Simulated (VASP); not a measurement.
A run of VASP 6.6.1:

INCAR

```
SYSTEM = C
PREC     = Accurate       ! precision mode
ENCUT    = 520            ! plane-wave cutoff, eV
EDIFF    = 1E-7           ! SCF threshold, eV
ISMEAR   = -1             ! smearing method
SIGMA    = 0.02           ! smearing width, eV
LREAL    = .FALSE.        ! projectors in reciprocal space
LASPH    = .TRUE.         ! aspherical terms in the spheres
NELM     = 60             ! most SCF steps
ALGO     = Normal         ! electronic algorithm
ISIF     = 2              ! what is computed and relaxed
LWAVE    = .FALSE.        ! write WAVECAR
LCHARG   = .FALSE.        ! write CHGCAR
NBANDS   = 16             ! bands
```

Contents of KPOINTS:

```
Automatic mesh
0
G
  15 15 5
  0 0 0
```

File POSCAR:

```
C
1.0
    1.2156425969     -2.1055748780      0.0000000000
    1.2156425969      2.1055748780      0.0000000000
    0.0000000000      0.0000000000      7.1008055557
C
4
Direct
    0.9166205400      0.0833794600      0.7531376000
    0.4166205400      0.5833794600      0.2468624000
    0.0833794600      0.9166205400      0.2468624000
    0.5833794600      0.4166205400      0.7531376000
```

Potentials or basis: VASP PAW LDA potentials, release 64 (C).

Launch:

```sh
$ cat potpaw_LDA.64/C/POTCAR > POTCAR
$ mpirun -np 1 vasp_std > vasp.out
```

Hardware: 1 thread of Intel(R) Xeon(R) Platinum 8375C CPU @ 2.90GHz (Ice Lake) (shared host).

Q: How long does it take, and how much memory?

A: It took 62 s on 1 thread of Intel(R) Xeon(R) Platinum 8375C CPU @ 2.90GHz (Ice Lake), with other jobs on the host, peak memory 0.18 GiB. Counts: scf iterations 12, k points 192.
